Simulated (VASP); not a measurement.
Set up this calculation in VASP 6.6.1, as the native input.

| Item | Value |
| --- | --- |
| Task | G0W0 quasiparticle levels |
| Functional | PBE |
| Potentials or basis | VASP PAW PBE potentials, release 64 (Be_GW, S_GW) |
| Cutoff | 500 eV |
| k mesh | 4 × 4 × 4 |
| Occupations | gaussian, width 0.01 eV |
| Spin | no spin polarisation |
| Dipole correction | no |
| GW scheme | G0W0 |
| GW iterations | 1 |
| Cutoff of the response function | 140 |
| Frequency points | 96 |
| Empty bands | 108 |
| Further INCAR settings | ALGO = EVGW0; EDIFF = 1e-08; NBANDS = 112 |

The system is BeS.

```
CELL_PARAMETERS angstrom
0.00000 2.43431 2.43431
2.43431 0.00000 2.43431
2.43431 2.43431 0.00000
ATOMIC_POSITIONS crystal
Be 0.00000 0.00000 0.00000
S 0.25000 0.25000 0.25000
```

One way to write it, as run:

POSCAR

```
BeS
1.0
    0.0000000000      2.4343066380      2.4343066380
    2.4343066380      0.0000000000      2.4343066380
    2.4343066380      2.4343066380      0.0000000000
Be S
1 1
Direct
    0.0000000000      0.0000000000      0.0000000000
    0.2500000000      0.2500000000      0.2500000000
```

INCAR.step1

```
  PREC = Accurate
  ENCUT = 500
  EDIFF = 1E-8
  ISMEAR = 0
  SIGMA = 0.01
  LREAL = F
  LASPH = T
  NELM = 80
  ALGO = Normal
  LWAVE = T
  LCHARG = F
  GGA = PE
```

INCAR.step2

```
  PREC = Accurate
  ENCUT = 500
  EDIFF = 1E-8
  ISMEAR = 0
  SIGMA = 0.01
  LREAL = F
  LASPH = T
  NELM = 1
  ALGO = Exact
  LWAVE = T
  LCHARG = F
  GGA = PE
  NBANDS = 112
  LOPTICS = T
  ISTART = 1
```

INCAR.step3

```
  PREC = Accurate
  ENCUT = 500
  EDIFF = 1E-8
  ISMEAR = 0
  SIGMA = 0.01
  LREAL = F
  LASPH = T
  ALGO = EVGW0
  LWAVE = F
  LCHARG = F
  GGA = PE
  NELMGW = 1
  NBANDS = 112
  ENCUTGW = 140.0
  NOMEGA = 96
  PRECFOCK = Fast
  ISTART = 1
  NBANDSGW = 12
  OMEGAMAX = 20
```

KPOINTS

```
regular mesh
0
Gamma
  4 4 4
```

Potentials or basis: VASP PAW PBE potentials, release 64 (Be_GW, S_GW).

The run is started by

```bash
$ cat potpaw_PBE.64/Be_GW/POTCAR potpaw_PBE.64/S_GW/POTCAR > POTCAR
$ cp INCAR.step1 INCAR
$ mpirun -np 1 vasp_std > vasp.out
$ cp INCAR.step2 INCAR
$ mpirun -np 1 vasp_std > vasp.out
$ cp INCAR.step3 INCAR
$ mpirun -np 1 vasp_std > vasp.out
```

It gave:

```
Quasiparticle gap                                   : 4.39 eV
Least direct quasiparticle gap                      : 7.18 eV
Band gap of the starting levels on the mesh         : 3.12 eV
Least direct gap of the starting levels on the mesh : 5.64 eV
```

Caveat: the k points lie up to 0.56 Å⁻¹ apart; bands, screening cutoff and mesh are small and nothing is extrapolated, so the quasiparticle values aren't converged.

It took 34 s on 1 thread of Intel(R) Xeon(R) 6975P-C (Granite Rapids) (shared host), peak memory 0.26 GiB.
